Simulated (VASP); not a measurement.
BN: single point with LDA

Crystal: BN.

```xyz
4
Lattice="2.3868 0.0000 0.0000 -1.1934 2.0670 0.0000 0.0000 0.0000 6.3823" Properties=species:S:1:pos:R:3 pbc="T T T"
B     0.0000    1.3780    1.5956
B     1.1934    0.6890    4.7867
N     0.0000    1.3780    4.7867
N     1.1934    0.6890    1.5956
```

This cell differs from its parent crystal: volume 7.872 Å^3 an atom, c/a of the conventional cell 2.6740.

- Program: VASP 6.6.1
- Task: single point
- Functional: LDA
- Potentials or basis: VASP PAW LDA potentials, release 64 (B, N)
- Cutoff: 520 eV
- k mesh: 12 × 12 × 4
- Occupations: gaussian, width 0.05 eV
- Spin: no spin polarisation

| Item | Value |
| --- | --- |
| Pressure | 39.5 GPa |
| Band gap on the k mesh | 4.21 eV, indirect (least direct gap 4.72 eV) |

Stress tensor (GPa, compression positive):
```
58.93  0.00  0.00
 0.00 58.93  0.00
 0.00  0.00  0.55
```

Levels at points of the mesh, in eV from the valence-band top:
```csv
k point,band 4,band 5,band 6,band 7,band 8,band 9,band 10,band 11,band 12,band 13
"(0.00, 0.00, 0.00)",-4.73,-1.15,-1.15,-1.11,-1.11,5.12,10.99,12.66,12.66,12.81
"(0.50, 0.00, 0.00)",-9.38,-4.38,-4.30,-1.73,-0.50,4.21,5.99,10.77,11.52,12.99
"(0.00, 0.00, 0.50)",-6.15,-1.13,-1.13,-1.13,-1.13,7.91,7.91,12.73,12.73,12.73
"(0.50, 0.00, 0.50)",-9.42,-4.34,-4.34,-1.09,-1.09,4.80,4.80,11.46,11.46,14.19
```

It took 14 s on 1 thread of Intel(R) Xeon(R) 6975P-C (Granite Rapids) (shared host), peak memory 0.13 GiB.

 A k mesh can miss the band edges.
